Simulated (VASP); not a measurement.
A run of VASP 6.6.1 is set up as follows.

Contents of POSCAR:

```
GaN
1.0
    0.0000000000      2.1085153661      2.1085153661
    2.1085153661      0.0000000000      2.1085153661
    2.1085153661      2.1085153661      0.0000000000
Ga N
1 1
Direct
    0.5000000000      0.5000000000      0.5000000000
    0.0000000000      0.0000000000      0.0000000000
```

The input INCAR.step1:

```
ALGO = Normal
EDIFF = 1E-8
ENCUT = 500
GGA = PE
ISMEAR = 0
LASPH = T
LCHARG = F
LREAL = F
LWAVE = T
NELM = 80
PREC = Accurate
SIGMA = 0.01
```

File INCAR.step2:

```
ALGO = Exact
EDIFF = 1E-8
ENCUT = 500
GGA = PE
ISMEAR = 0
ISTART = 1
LASPH = T
LCHARG = F
LOPTICS = T
LREAL = F
LWAVE = T
NBANDS = 39
NELM = 1
PREC = Accurate
SIGMA = 0.01
```

Contents of INCAR.step3:

```
ALGO = EVGW0
EDIFF = 1E-8
ENCUT = 500
ENCUTGW = 80.0
GGA = PE
ISMEAR = 0
ISTART = 1
LASPH = T
LCHARG = F
LREAL = F
LWAVE = F
NBANDS = 39
NBANDSGW = 17
NELMGW = 1
NOMEGA = 48
PREC = Accurate
PRECFOCK = Fast
SIGMA = 0.01
```

The input KPOINTS:

```
k-points
0
Gamma
  6 6 6
```

Potentials or basis: VASP PAW PBE potentials, release 64 (Ga_d_GW, N_GW).

Command:

```console
$ cat potpaw_PBE.64/Ga_d_GW/POTCAR potpaw_PBE.64/N_GW/POTCAR > POTCAR
$ cp INCAR.step1 INCAR
$ mpirun -np 1 vasp_std > vasp.out
$ cp INCAR.step2 INCAR
$ mpirun -np 1 vasp_std > vasp.out
$ cp INCAR.step3 INCAR
$ mpirun -np 1 vasp_std > vasp.out
```

(1) What does it give for the quasiparticle gap?

(2) What does it give for the least direct quasiparticle gap?

(3) Predict the band gap of the starting levels on the mesh.

(4) Estimate the least direct gap of the starting levels on the mesh.

Results:

(1) 1.45 eV.

(2) 3.72 eV.

(3) 0.62 eV.

(4) 2.83 eV.

Caveat: the k points lie up to 0.43 Å⁻¹ apart; bands, screening cutoff and mesh are small and nothing is extrapolated, so the quasiparticle values aren't converged.
